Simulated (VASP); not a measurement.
# BiPd2 (I4/mmm) in VASP: notebook, part 2 of 2

VASP 6.6.1.

### Step 3. Single point, PBE

File INCAR:

```
PREC = Accurate
ENCUT = 520
EDIFF = 1E-6
ISMEAR = 0
SIGMA = 0.1
LREAL = F
LASPH = T
NELM = 60
ALGO = Fast
ISIF = 2
LWAVE = F
LCHARG = F
GGA = PE
NBANDS = 24
```

File KPOINTS:

```
Automatic mesh
0
Gamma
  18 18 18
```

File POSCAR:

```
BiPd2
1.0
   -1.8109812459      1.8109812459      4.3640091006
    1.8109812459     -1.8109812459      4.3640091006
    1.8109812459      1.8109812459     -4.3640091006
Bi Pd
1 2
Direct
    0.0000000000      0.0000000000      0.0000000000
    0.6695868309      0.6695868309      0.0000000000
    0.3304131691      0.3304131691      0.0000000000
```

Potentials or basis: VASP PAW PBE potentials, release 64 (Bi_d, Pd).

On the command line:

```bash
$ cat potpaw_PBE.64/Bi_d/POTCAR potpaw_PBE.64/Pd/POTCAR > POTCAR
$ mpirun -np 1 vasp_std > vasp.out
```

OUTCAR:

```text
PREC = Accurate
   ENCUT = 520
   EDIFF = 1E-6
   ISMEAR = 0
   LREAL = F
   LASPH = T
   NELM = 60
   ISIF = 2
   GGA = PE

 ion  position               nearest neighbor table
   1  0.000  0.000  0.000-   2 2.88   3 2.88   3 2.96   2 2.96   2 2.96   2 2.96   3 2.96   3 2.96
                             2 2.96   3 2.96
   2  0.670  0.670  0.000-   1 2.88   3 2.92   3 2.92   3 2.92   3 2.92   1 2.96   1 2.96   1 2.96
                             1 2.96   3 2.96
   3  0.330  0.330  0.000-   1 2.88   2 2.92   2 2.92   2 2.92   2 2.92   1 2.96   1 2.96   1 2.96
                             1 2.96   2 2.96

  LATTYP: Found a body centered tetragonal cell.
 ALAT       =     3.6219624918
 C/A-ratio  =     2.4097483673

  Lattice vectors:

 A1 = (  -1.8109812459,   1.8109812459,   4.3640091006)
 A2 = (   1.8109812459,  -1.8109812459,   4.3640091006)
 A3 = (   1.8109812459,   1.8109812459,  -4.3640091006)

Analysis of symmetry for initial positions (statically):
=====================================================================
 Subroutine PRICEL returns:
 Original cell was already a primitive cell.

 Routine SETGRP: Setting up the symmetry group for a
 body centered tetragonal supercell.

 Subroutine GETGRP returns: Found 16 space group operations
 (whereof 16 operations were pure point group operations)
 out of a pool of 16 trial point group operations.

The static configuration has the point symmetry D_4h.

Analysis of symmetry for dynamics (positions and initial velocities):
=====================================================================
 Subroutine PRICEL returns:
 Original cell was already a primitive cell.

 Routine SETGRP: Setting up the symmetry group for a
 body centered tetragonal supercell.

 Subroutine GETGRP returns: Found 16 space group operations
 (whereof 16 operations were pure point group operations)
 out of a pool of 16 trial point group operations.

The dynamic configuration has the point symmetry D_4h.
[... 113 lines left out ...]
   NUPDOWN=      -1.0000    fix difference up-down
   EMIN   =  10.00;   EMAX   =-10.00  energy-range for DOS
   EFERMI =   0.00;   METHOD = LEGACY
   ISMEAR =     0;   SIGMA  =   0.10  broadening in eV -4-tet -1-fermi 0-gaus
   EFERMI_NEDOS =   21; number of points for ismear=-14 and -15
   IALGO  =     68    algorithm
   IMIX   =      4    mixing-type and parameters
     AMIX     =   0.40;   BMIX     =  1.00
     AMIX_MAG =   1.60;   BMIX_MAG =  1.00
  volume/ion in A,a.u.               =      19.08       128.78
  Fermi-wavevector in a.u.,A,eV,Ry     =   1.389440  2.625660 26.266623  1.930542
  Thomas-Fermi vector in A             =   2.513470
   LORBIT       =      0    0 simple, 1 ext, 2 COOP (PROOUT), +10 PAW based schemes
   GGA     = PE    functional components
   LHFCALC =     F    Hartree Fock is set to
   AEXX    =    0.0000 exact exchange contribution
   IVDW    =     0    specifies the selected vdW correction
   LEPSILON=     F    determine dielectric tensor
   LRPA    =     F    only Hartree local field effects (RPA)
 non-spin polarized calculation
 RMM-DIIS sequential band-by-band and
 Gauss-broadening in eV      SIGMA  =   0.10
  energy-cutoff  :      520.00
  volume of cell :       57.25
 maximum number of plane-waves:      1570
 NGX is ok and might be reduce to    40
   NGX = 19   NGY = 19   NGZ = 19

 number of electron      35.0000001 magnetization

 Free energy of the ion-electron system (eV)
  ---------------------------------------------------
  ext. energy  EPLUGINS =         0.00000000
  ---------------------------------------------------
  free energy    TOTEN  =       -15.07289967 eV

  energy without entropy =      -15.06638152  energy(sigma->0) =      -15.06964060

 E-fermi :   9.4746     XC(G=0): -12.0534

 val. band max:        9.4739314400   @ k =   0.1111   0.0000  -0.0000
 cond. band min:       9.4783893932   @ k =   0.1667   0.0556   0.0556
 fundamental gap:      0.0044579532
 Fermi energy:         9.4745623607

 k-point     1 :       0.0000    0.0000    0.0000
  band No.  band energies     occupation
      1     -13.4155      2.00000
      2     -13.3288      2.00000
      3     -13.3168      2.00000
      4     -13.2855      2.00000
      5     -13.2855      2.00000
      6      -3.0632      2.00000
[... 637 lines left out ...]
     23      17.3626      0.00000
     24      19.7619      0.00000

 [... further k-points ...]
[... 5 lines left out ...]
  --------------------------------------------------------------------------------------
  -------------------------------------------------------------------------------------
  Total       -0.0099959     -0.0099959      0.0048288      0.0000000      0.0000000      0.0000000
  in kB       -0.2797424     -0.2797424      0.1351381      0.0000000      0.0000000      0.0000000
  external PRESSURE =      -0.1414489 kB  Pullay stress =       0.0000000 kB

 VOLUME and BASIS-vectors are now :
 -----------------------------------------------------------------------------
  energy-cutoff  :      520.00
  volume of cell :       57.25
      direct lattice vectors                 reciprocal lattice vectors
    -1.810981246  1.810981246  4.364009101     0.000000000  0.276093417  0.114573547
     1.810981246 -1.810981246  4.364009101     0.276093417  0.000000000  0.114573547
     1.810981246  1.810981246 -4.364009101     0.276093417  0.276093417  0.000000000

 POSITION                                       TOTAL-FORCE (eV/Angst)
 -----------------------------------------------------------------------------------
      0.00000      0.00000      0.00000         0.000000      0.000000      0.000000
      0.00000      0.00000      5.84417         0.000000      0.000000      0.000724
      0.00000      0.00000      2.88385        -0.000000     -0.000000     -0.000724
 -----------------------------------------------------------------------------------
    total drift:                                0.000000     -0.000000     -0.000000

  FREE ENERGIE OF THE ION-ELECTRON SYSTEM (eV)
  ---------------------------------------------------
  free  energy   TOTEN  =       -15.0728996727 eV

  energy  without entropy=      -15.0663815189  energy(sigma->0) =      -15.06964060
```

OSZICAR:

```text
N       E                     dE             d eps       ncg     rms          rms(c)
DAV:   1     0.310458022933E+03    0.31046E+03   -0.17363E+04 23104   0.167E+03
DAV:   2     0.334425539779E+01   -0.30711E+03   -0.29349E+03 24344   0.443E+02
DAV:   3    -0.148367018841E+02   -0.18181E+02   -0.17899E+02 27056   0.110E+02
DAV:   4    -0.152610873119E+02   -0.42439E+00   -0.42422E+00 27184   0.168E+01
DAV:   5    -0.152800535899E+02   -0.18966E-01   -0.18966E-01 32984   0.340E+00    0.585E+00
RMM:   6    -0.151116679002E+02    0.16839E+00   -0.26790E-01 25470   0.429E+00    0.319E+00
RMM:   7    -0.150761018461E+02    0.35566E-01   -0.79625E-02 26222   0.188E+00    0.114E+00
RMM:   8    -0.150734214059E+02    0.26804E-02   -0.15764E-02 29007   0.107E+00    0.342E-01
RMM:   9    -0.150728387478E+02    0.58266E-03   -0.26112E-03 31501   0.523E-01    0.520E-02
RMM:  10    -0.150728880447E+02   -0.49297E-04   -0.76399E-04 35599   0.229E-01    0.206E-02
RMM:  11    -0.150728977151E+02   -0.96704E-05   -0.15360E-04 36547   0.943E-02    0.996E-03
RMM:  12    -0.150729008626E+02   -0.31475E-05   -0.26842E-05 33519   0.423E-02    0.539E-03
RMM:  13    -0.150728993220E+02    0.15406E-05   -0.57784E-06 27988   0.200E-02    0.126E-03
RMM:  14    -0.150728996727E+02   -0.35076E-06   -0.16849E-06 14582   0.973E-03
   1 F= -.15072900E+02 E0= -.15069641E+02  d E =-.651815E-02
```

stdout:

```text
POSCAR found type information on POSCAR BiPd
 POSCAR found :  2 types and       3 ions
 scaLAPACK will be used
 LDA part: xc-table for (Slater+PW92), standard interpolation
 POSCAR, INCAR and KPOINTS ok, starting setup
 FFT: planning ... GRIDC
 FFT: planning ... GRID_SOFT
 FFT: planning ... GRID
 WAVECAR not read
 entering main loop
WARNING in EDDRMM: call to ZHEGV failed, returncode =   8  4     24
WARNING in EDDRMM: call to ZHEGV failed, returncode =   6  3     23
WARNING in EDDRMM: call to ZHEGV failed, returncode =   6  3     22
```

It took 7.2 min on 1 thread of Intel Xeon 6975P-C (Granite Rapids), shared host; peak memory 0.73 GiB.

Results:

| Property | Result |
| --- | --- |
| Free energy | -15.0729 eV |
| Pressure | 0.0 GPa |
| Band gap on the k mesh | zero (an odd number of electrons rules out a gap without spin polarisation) |

Caveat: spin-orbit coupling is left out, which moves the levels of the heavy elements.

The gap in the log of VASP goes by the Fermi energy; the results here count the filled bands.